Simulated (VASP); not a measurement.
# BN (R3m) in VASP: a series of runs, part 2 of 2

VASP 6.6.1.

## (4) Single point, PBEsol

This run uses another cell than the first one, of 9.24 Å³/atom.

Contents of INCAR:

```
SYSTEM = BN
ALGO = Normal
EDIFF = 1E-6
ENCUT = 520
GGA = PS
ISIF = 2
ISMEAR = 0
LASPH = .TRUE.
LCHARG = .FALSE.
LREAL = .FALSE.
LWAVE = .FALSE.
NBANDS = 11
NELM = 60
PREC = Accurate
SIGMA = 0.01
```

Contents of KPOINTS:

```
k-points
0
G
  10 10 10
  0 0 0
```

Contents of POSCAR:

```
BN
1.0
    1.2552785820      0.7247348017      3.3841398431
   -1.2552785820      0.7247348017      3.3841398431
    0.0000000000     -1.4494706067      3.3841398431
B N
1 1
Direct
    0.9996710000      0.9996710000      0.9996710000
    0.3327620000      0.3327620000      0.3327620000
```

Potentials or basis: VASP PAW PBE potentials, release 64 (B, N).

Run with:

```bash
> cat potpaw_PBE.64/B/POTCAR potpaw_PBE.64/N/POTCAR > POTCAR
> mpirun -np 1 vasp_std > vasp.out
```

OUTCAR:

```text
SYSTEM = BN
   EDIFF = 1E-6
   ENCUT = 520
   GGA = PS
   ISIF = 2
   ISMEAR = 0
   LASPH = .TRUE.
   LREAL = .FALSE.
   NELM = 60
   PREC = Accurate

 ion  position               nearest neighbor table
   1  1.000  1.000  1.000-   2 1.45   2 1.45   2 1.45
   2  0.333  0.333  0.333-   1 1.45   1 1.45   1 1.45

  LATTYP: Found a trigonal (rhomboedric) cell.
 ALAT       =     3.6814898246
 COS(alpha) =     0.7674785490

  Lattice vectors:

 A1 = (   1.2552785820,   0.7247348017,   3.3841398431)
 A2 = (  -1.2552785820,   0.7247348017,   3.3841398431)
 A3 = (   0.0000000000,  -1.4494706067,   3.3841398431)

Analysis of symmetry for initial positions (statically):
=====================================================================
 Subroutine PRICEL returns:
 Original cell was already a primitive cell.

 Routine SETGRP: Setting up the symmetry group for a
 trigonal (rhombohedral) supercell.

 Subroutine GETGRP returns: Found  6 space group operations
 (whereof  6 operations were pure point group operations)
 out of a pool of 12 trial point group operations.

The static configuration has the point symmetry C_3v.

[... 170 lines left out ...]
      2      -2.1858      2.00000
      3       0.7081      2.00000
      4       0.7081      2.00000
      5       6.9335      0.00000
      6      13.5389      0.00000
      7      13.5389      0.00000
      8      14.9765      0.00000
      9      16.5161      0.00000
     10      27.4937      0.00000
     11      29.5202      0.00000
[... 309 lines left out ...]
 k-point    24 :       0.4000    0.3000   -0.0000
  band No.  band energies     occupation
      1     -13.3446      2.00000
      2      -5.0768      2.00000
      3      -2.1958      2.00000
      4      -0.1613      2.00000
      5       8.2517      0.00000
      6      12.1636      0.00000
      7      14.1768      0.00000
      8      19.0624      0.00000
      9      19.9328      0.00000
     10      22.4622      0.00000
     11      26.3925      0.00000

 [... further k-points ...]

------------------------ aborting loop because EDIFF is reached ----------------------------------------

  FORCE on cell =-STRESS in cart. coord.  units (eV):
  Direction    XX          YY          ZZ          XY          YZ          ZX
  --------------------------------------------------------------------------------------
  -------------------------------------------------------------------------------------
  Total       -0.2469124     -0.2469122      0.0316397      0.0000000     -0.0000000      0.0000000
  in kB      -21.4158087    -21.4157915      2.7442527      0.0000000     -0.0000003      0.0000000
  external PRESSURE =     -13.3624492 kB  Pullay stress =       0.0000000 kB

 VOLUME and BASIS-vectors are now :
 -----------------------------------------------------------------------------
  energy-cutoff  :      520.00
  volume of cell :       18.47
      direct lattice vectors                 reciprocal lattice vectors
     1.255278582  0.724734802  3.384139843     0.398317957  0.229969072  0.098498710
    -1.255278582  0.724734802  3.384139843    -0.398317957  0.229969072  0.098498710
     0.000000000 -1.449470607  3.384139843     0.000000000 -0.459938144  0.098498642

 POSITION                                       TOTAL-FORCE (eV/Angst)
 -----------------------------------------------------------------------------------
      0.00000     -0.00000     10.14908         0.000000      0.000000     -0.003354
      0.00000     -0.00000      3.37834         0.000000     -0.000000      0.003354
 -----------------------------------------------------------------------------------
    total drift:                                0.000000      0.000022      0.000037

  FREE ENERGIE OF THE ION-ELECTRON SYSTEM (eV)
  ---------------------------------------------------
  free  energy   TOTEN  =       -18.2845446238 eV

  energy  without entropy=      -18.2845446238  energy(sigma->0) =      -18.28454462
```

Run time: 22 s. Hardware: 1 thread of Intel Xeon Platinum 8488C (Sapphire Rapids), shared host; peak memory 0.16 GiB.

Results:

```
Free energy            : -18.2845 eV
Pressure               : -1.3 GPa
Largest force          : 0.003 eV/Å
Band gap on the k mesh : 4.13 eV (least direct gap 4.80 eV)
```

Forces in eV/Å, atoms in the order of the input:
```
B    0.000  0.000 -0.003
N    0.000  0.000  0.003
```

Stress tensor (GPa, compression positive):
```
-2.14  0.00  0.00
 0.00 -2.14  0.00
 0.00  0.00  0.27
```

Levels at points of the mesh, in eV from the valence-band top:
| k point | band 1 | band 2 | band 3 | band 4 | band 5 | band 6 | band 7 | band 8 |
| --- | --- | --- | --- | --- | --- | --- | --- | --- |
| (0.00, 0.00, 0.00) | -17.71 | -4.20 | -1.31 | -1.31 | 4.92 | 11.52 | 11.52 | 12.96 |
| (0.50, 0.00, 0.00) | -14.52 | -8.94 | -4.08 | -0.63 | 5.15 | 9.72 | 12.77 | 14.75 |
| (0.50, 0.50, 0.00) | -14.45 | -8.81 | -4.14 | -1.21 | 4.13 | 9.71 | 13.95 | 17.25 |
| (0.50, 0.50, 0.50) | -17.45 | -6.18 | -1.32 | -1.32 | 9.87 | 11.45 | 11.45 | 12.01 |

Caveat: the PAW data sets were made with another functional, which shifts forces and pressure a little. A k mesh can miss the band edges.

## (5) The runs side by side

| cell | gap on the mesh (eV) | pressure (GPa) |
| --- | --- | --- |
| a = 3.607 Å, angles 39.9°, 2 atoms | 4.19 | 14.6 |
| a = 3.645 Å, angles 39.9°, 2 atoms | 4.16 | 6.1 |
| a = 3.681 Å, angles 39.9°, 2 atoms | 4.13 | -1.3 |

Alike in all rows: task single point; level PBEsol; potentials or basis VASP PAW PBE potentials, release 64 (B, N); no spin polarisation; k mesh 10 × 10 × 10; cutoff (eV) 520; smearing gaussian 0.01 eV.

Caveats: the PAW data sets were made with another functional, which shifts forces and pressure a little; the cell stands under pressure (at least some runs).

Total energies depend on the potentials used, so only differences within one code and one set of settings carry meaning.
